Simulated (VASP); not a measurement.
A run of VASP 6.6.1:

POSCAR

```
Mn
1.0
    2.8281608939      0.0000000000      0.0000000000
   -1.4140804469      2.4492591802      0.0000000000
    0.0000000000      0.0000000000      4.2785274754
Mn
2
Direct
    0.3333333333      0.6666666667      0.2500000000
    0.6666666667      0.3333333333      0.7500000000
```

INCAR.step1

```
PREC = Accurate
ENCUT = 520
ISMEAR = -1
SIGMA = 0.05
LREAL = False
LASPH = True
NELM = 150
ISPIN = 2
MAGMOM = 3.709 -3.709
LMAXMIX = 4
NBANDS = 24
GGA = PE
ALGO = Normal
EDIFF = 1E-4
LWAVE = True
LCHARG = False
```

File INCAR.step2:

```
PREC = Accurate
ENCUT = 520
EDIFF = 1E-7
ISMEAR = -1
SIGMA = 0.05
LREAL = False
LASPH = True
NELM = 150
ALGO = Normal
ISIF = 2
LWAVE = False
LCHARG = True
ISPIN = 2
MAGMOM = 3.709 -3.709
LORBIT = 11
LMAXMIX = 4
METAGGA = R2SCAN
LMIXTAU = True
LELF = True
LVHAR = True
NBANDS = 24
ISTART = 1
```

KPOINTS

```
Automatic mesh
0
Gamma
  14 14 8
```

Potentials or basis: VASP PAW PBE potentials, release 64 (Mn_pv).

Run with:

```sh
$ cat potpaw_PBE.64/Mn_pv/POTCAR > POTCAR
$ cp INCAR.step1 INCAR
$ mpirun -np 1 vasp_std > vasp.out
$ cp INCAR.step2 INCAR
$ mpirun -np 1 vasp_std > vasp.out
```

Hardware: 1 thread of Oxide Virtual Turin-like Processor (shared host).

**Question.** How long does it take, and how much memory?

**Answer.** Wall time 18 min on 1 thread of Oxide Virtual Turin-like Processor (shared host), peak memory 0.21 GiB. Counts: k points 120.
